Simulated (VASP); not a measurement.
GaN, 14 atoms in the cell. The cell holds a disordered packing, 14 atoms: a = 5.441 Å, b = 5.977 Å, c = 5.872 Å, α = 87.12°, β = 92.32°, γ = 91.52°. 

```yaml
Program: VASP 6.6.1
Task: single point
Functional: PBE
Potentials_or_basis: VASP PAW PBE potentials, release 64 (Ga_d, N_h)
Cutoff: 1000 eV
k_mesh: 3 × 2 × 3, shifted
Occupations: gaussian, width 0.1 eV
Spin: no spin polarisation
Dipole_correction: no
Further_INCAR_settings: ALGO = Normal; EDIFF = 1e-06; NBANDS = 76; ISYM = 0
```

Potentials or basis: VASP PAW PBE potentials, release 64 (Ga_d, N_h).

Run with:

```sh
$ cat potpaw_PBE.64/Ga_d/POTCAR potpaw_PBE.64/N_h/POTCAR > POTCAR
$ mpirun -np 1 vasp_std > vasp.out
```

Hardware: 1 thread of Intel(R) Xeon(R) 6975P-C (Granite Rapids) (shared host).

Problem. Estimate the wall time of this run.

Solution. Wall time 5.4 min on 1 thread of Intel(R) Xeon(R) 6975P-C (Granite Rapids), on a shared host, peak memory 0.63 GiB. Counts: scf iterations 18, k points 9.
